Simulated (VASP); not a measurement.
Wanted: the native input for a VASP 6.6.1 run.

```yaml
Task: single point
Functional: PBE
Potentials_or_basis: VASP PAW PBE potentials, release 64 (Cd, Se)
Cutoff: 520 eV
k_mesh: 12 × 12 × 4
Occupations: fermi-dirac, width 0.02 eV
Spin: no spin polarisation
Dipole_correction: no
Further_INCAR_settings: ALGO = Normal; EDIFF = 1e-06; NBANDS = 26
```

The structure of CdSe lies in POSCAR:

```
CdSe
1.0
    4.3407236669      0.0000000000      0.0000000000
   -2.1703618334      3.7591769664      0.0000000000
    0.0000000000      0.0000000000      7.0766459761
Cd Se
2 2
Direct
    0.3333333333      0.6666666667     -0.0004760039
    0.6666666667      0.3333333333      0.4995239961
    0.3333333333      0.6666666667      0.3754760039
    0.6666666667      0.3333333333      0.8754760039
```

One way to write it, as run:

INCAR

```
PREC     = Accurate       # precision mode
ENCUT    = 520            # plane-wave cutoff, eV
EDIFF    = 1E-6           # SCF threshold, eV
ISMEAR   = -1             # smearing method
SIGMA    = 0.02           # smearing width, eV
LREAL    = False          # projectors in reciprocal space
LASPH    = True           # aspherical terms in the spheres
NELM     = 60             # most SCF steps
ALGO     = Normal         # electronic algorithm
ISIF     = 2              # what is computed and relaxed
LWAVE    = False          # write WAVECAR
LCHARG   = False          # write CHGCAR
GGA      = PE             # functional
NBANDS   = 26             # bands
```

KPOINTS

```
Automatic mesh
0
Gamma
  12 12 4
```

Potentials or basis: VASP PAW PBE potentials, release 64 (Cd, Se).

Run with:

```bash
$ cat potpaw_PBE.64/Cd/POTCAR potpaw_PBE.64/Se/POTCAR > POTCAR
$ mpirun -np 1 vasp_std > vasp.out
```

Results of the run:

```
Pressure               : 1.7 GPa
Band gap on the k mesh : 0.61 eV
```

It took 62 s on 1 thread of Intel(R) Xeon(R) 6975P-C (Granite Rapids), with other jobs on the host, peak memory 0.31 GiB.
